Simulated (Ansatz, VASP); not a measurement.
Given: the input of a run of VASP 6.6.1 on CuO.

File INCAR:

```
PREC = Accurate
ENCUT = 820
EDIFF = 1E-6
ISMEAR = -1
SIGMA = 0.05
LREAL = F
LASPH = T
NELM = 120
ALGO = Normal
ISIF = 2
LWAVE = F
LCHARG = F
GGA = PS
NBANDS = 33
GGA_COMPAT = F
```

File KPOINTS:

```
Automatic mesh
0
Gamma
  8 8 6
```

File POSCAR:

```
CuO
1.0
    3.2377759293      0.0000000000      0.0000000000
    0.0000000000      3.2377759293      0.0000000000
    0.0000000000      0.0000000000      4.7407223129
Cu O
2 2
Direct
    0.0000000000      0.0000000000      0.0000000000
    0.5000000000      0.5000000000      0.0000000000
    0.5000000000      0.0000000000      0.2670000000
    0.0000000000      0.5000000000      0.7330000000
```

Potentials or basis: VASP PAW PBE potentials, release 64 (Cu_sv_GW, O).

The run is started by

```bash
$ cat potpaw_PBE.64/Cu_sv_GW/POTCAR potpaw_PBE.64/O/POTCAR > POTCAR
$ mpirun -np 1 vasp_std > vasp.out
```

**Question.** Translate it to Ansatz 0.2.0. Potentials there: Ansatz PAW.

**Answer.** As run (the cutoff follows the program's own potentials):

Contents of input.yaml:

```yaml
crystal:
  lattice:
    - [3.2377759293, 0.0, 0.0]
    - [0.0, 3.2377759293, 0.0]
    - [0.0, 0.0, 4.7407223129]
  atoms:
    - { symbol: Cu, position: [0.0, 0.0, 0.0] }
    - { symbol: Cu, position: [0.5, 0.5, 0.0] }
    - { symbol: O, position: [0.5, 0.0, 0.267] }
    - { symbol: O, position: [0.0, 0.5, 0.733] }
hamiltonian:
  xc: pbesol
  pseudopotentials: { kind: paw }
kpoints:
  mp_grid: { grid: [8, 8, 6] }
scf:
  occupations: { method: fermi_dirac, width: 0.05 }
output:
  forces: true
  stress: true
  eigenvalues: true
```

Potentials or basis: Ansatz PAW.

Command:

```sh
$ ansatz run input.yaml --threads 2 --pin off --max-ram 5632MiB --backend cpu --events-out ev --progress --plain --runs-dir out
```

Both were run:

|  | VASP | Ansatz | Ansatz less VASP |
| --- | --- | --- | --- |
| gap on the k mesh at the Fermi level (eV) | none | none | - |
| pressure (GPa) | 0.6 | 1.2 | +0.60 |
| traceless stress, the component that is largest in VASP (GPa) | -19.34 | -19.22 | +0.125 |
| rms of the force components (eV/Å) | 0.781 | 0.788 | +0.0075 |

VASP's potentials were made for PBE, not for PBEsol. Atom by atom the forces differ by 0.008 eV/Å (rms over components). A gap of «none» marks a metal or a gap that the smearing closes.
